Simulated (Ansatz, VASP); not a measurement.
**Two plane-wave programs on Al3Cu**

```xyz
4
Lattice="2.8986 0.0000 0.0000 0.0000 2.6490 0.0000 0.0000 0.0000 7.5919" Properties=species:S:1:pos:R:3 pbc="T T T"
Al    0.0000    0.0000    3.7959
Al    1.4493    1.3245    1.6903
Al    1.4493    1.3245    5.9016
Cu    0.0000    0.0000    0.0000
```

Change from the starting cell: strain +0.0450 x Voigt [1, -1, 0, 0, 0, 0], atoms carried along.

Alike in both runs: task single point; functional r2SCAN; k mesh 18 × 18 × 6; occupations gaussian, width 0.15 eV; no spin polarisation.

```csv
,VASP,Ansatz
version,VASP 6.6.1,Ansatz 0.2.0
potentials or method,"VASP PAW PBE potentials, release 64 (Al, Cu), cutoff 520 eV","scalar-relativistic, plane waves, PAW"
valence electrons in the cell,20,28
```

|  | VASP | Ansatz | Ansatz less VASP |
| --- | --- | --- | --- |
| gap on the k mesh at the Fermi level (eV) | none | none | - |
| pressure (GPa) | 0.8 | 1.0 | +0.19 |
| traceless stress, the component that is largest in VASP (GPa) | 5.69 | 5.67 | -0.015 |
| rms of the force components (eV/Å) | 0.016 | 0.009 | -0.0074 |

VASP's potentials were made for PBE, not for r2SCAN. Atom by atom the forces differ by 0.007 eV/Å (rms over components). A gap of «none» marks a metal or a gap that the smearing closes. The functional is the same, so the differences come from potentials, cutoffs and numerics. VASP's potentials hold 20 valence electrons a cell and Ansatz's 28, so a difference there can come from the potentials and not from the codes.
